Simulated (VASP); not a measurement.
The system is InSb.

```
CELL_PARAMETERS angstrom
0.00000 3.23910 3.23910
3.23910 0.00000 3.23910
3.23910 3.23910 0.00000
ATOMIC_POSITIONS crystal
In 0.00000 0.00000 0.00000
Sb 0.75000 0.75000 0.75000
```

Base run:

- Program: VASP 6.6.1
- Functional: revPBE
- Potentials or basis: VASP PAW PBE potentials, release 64 (In_d, Sb)
- Cutoff: 520 eV
- k mesh: 6 × 6 × 6
- Occupations: gaussian, width 0.05 eV
- Spin: no spin polarisation

Its results: band gap on the k mesh zero (filled and empty bands touch); pressure 4.3 GPa.

The run is repeated on the same cell with these changes: functional from revPBE to LDA; potentials or basis from VASP PAW PBE potentials, release 64 (In_d, Sb) to VASP PAW LDA potentials, release 64 (In_d, Sb). What comes out?

Band gap on the k mesh zero (filled and empty bands touch); pressure -0.4 GPa.

Caveats: spin-orbit coupling is left out, which moves the levels of the heavy elements; the PAW data sets were made with another functional, which shifts forces and pressure a little (some runs).
